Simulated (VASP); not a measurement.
Here is a VASP 6.6.1 calculation.

The input INCAR:

```
SYSTEM = CsRh3
PREC = Accurate
ENCUT = 520
EDIFF = 1E-6
ISMEAR = 0
SIGMA = 0.1
LREAL = .False.
LASPH = .True.
NELM = 80
ALGO = Normal
ISIF = 2
LWAVE = .False.
LCHARG = .True.
GGA = PE
LELF = .True.
LVHAR = .True.
NBANDS = 35
```

Contents of KPOINTS:

```
regular mesh
0
Gamma
  4 4 4
  0 0 0
```

POSCAR

```
CsRh3
1.0
    4.1740419939      0.0000000000      0.0000000000
    0.0000000000      4.1740419939      0.0000000000
    0.0000000000      0.0000000000      4.1740419939
Cs Rh
1 3
Direct
    0.0000000000      0.0000000000      0.0000000000
    0.0000000000      0.5000000000      0.5000000000
    0.5000000000      0.0000000000      0.5000000000
    0.5000000000      0.5000000000      0.0000000000
```

Potentials or basis: VASP PAW PBE potentials, release 64 (Cs_sv, Rh_pv).

Launch:

```console
$ cat potpaw_PBE.64/Cs_sv/POTCAR potpaw_PBE.64/Rh_pv/POTCAR > POTCAR
$ mpirun -np 1 vasp_std > vasp.out
```

Q: What does it give for the band gap on the k mesh?

A: Zero (bands 27 and 28 overlap by 0.96 eV).

Q: Estimate the pressure.

A: 1.7 GPa.

Caveat: the k points lie up to 0.38 Å⁻¹ apart, too coarse for converged energies and pressures of a metal; spin-orbit coupling is left out, which moves the levels of the heavy elements.
